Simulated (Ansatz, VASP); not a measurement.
# Se in VASP and in Ansatz

```
Se
1.0
     0.00000    2.25381    2.25381
     2.25381    0.00000    2.25381
     2.25381    2.25381    0.00000
Se
1
Direct
  0.00000 0.00000 0.00000
```

Alike in both runs: task single point; functional PBE; k mesh 20 × 20 × 20; occupations fermi-dirac, width 0.1 eV; no spin polarisation.

```csv
,VASP,Ansatz
version,VASP 6.6.1,Ansatz 0.2.0
potentials or method,"VASP PAW PBE potentials, release 64 (Se), cutoff 520 eV","plane waves (420 eV) with PAW, scalar-relativistic"
valence electrons in the cell,6,16
```

```csv
,VASP,Ansatz,Ansatz less VASP
pressure (GPa),-6.0,-6.0,+0.03
```

The functional is the same, so the differences come from potentials, cutoffs and numerics. VASP's potentials hold 6 valence electrons a cell and Ansatz's 16, so a difference there can come from the potentials and not from the codes.
